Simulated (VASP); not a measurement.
The system is Mg.

```
Mg
1.0
     3.20930    0.00000    0.00000
    -1.60465    2.77934    0.00000
     0.00000    0.00000    5.21030
Mg
2
Direct
  0.33333 0.66667 0.25000
  0.66667 0.33333 0.75000
```

| Property | Result |
| --- | --- |
| Program | VASP 6.6.1 |
| Task | relaxation of cell and atoms |
| Functional | LDA |
| Potentials or basis | VASP PAW LDA potentials, release 64 (Mg_sv) |
| Cutoff | 840 eV |
| k mesh | 12 × 12 × 8 |
| Occupations | gaussian, width 0.1 eV |
| Spin | no spin polarisation |

At the start: pressure -2.8 GPa; volume 23.24 Å³/atom.

Question: How do energy, volume and symmetry change on relaxing?

Answer: Over 8 steps the energy falls by 16.7 meV/atom and the volume is 21.53 Å³/atom (-7.3 %); space group P6_3/mmc (No. 194, to 0.1 Å) before and after.

Step by step:
```tsv
step	energy change (eV)	largest force (eV/Å)	pressure (GPa)	volume (Å³)
1	0.0000	0.0000	-2.82	46.47
2	-0.0310	0.0000	-0.69	43.78
3	-0.0329	0.0000	0.04	43.01
4	-0.0328	0.0000	0.11	42.94
5	-0.0332	0.0000	0.15	42.96
6	-0.0333	0.0000	0.16	42.98
7	-0.0333	0.0000	0.09	42.97
8	-0.0333	0.0000	0.00	43.06
```

Final structure:
```
Mg
1.0
     3.14675    0.00000    0.00000
    -1.57337    2.72516    0.00000
     0.00000    0.00000    5.02192
Mg
2
Direct
  0.33333 0.66667 0.25000
  0.66667 0.33333 0.75000
```
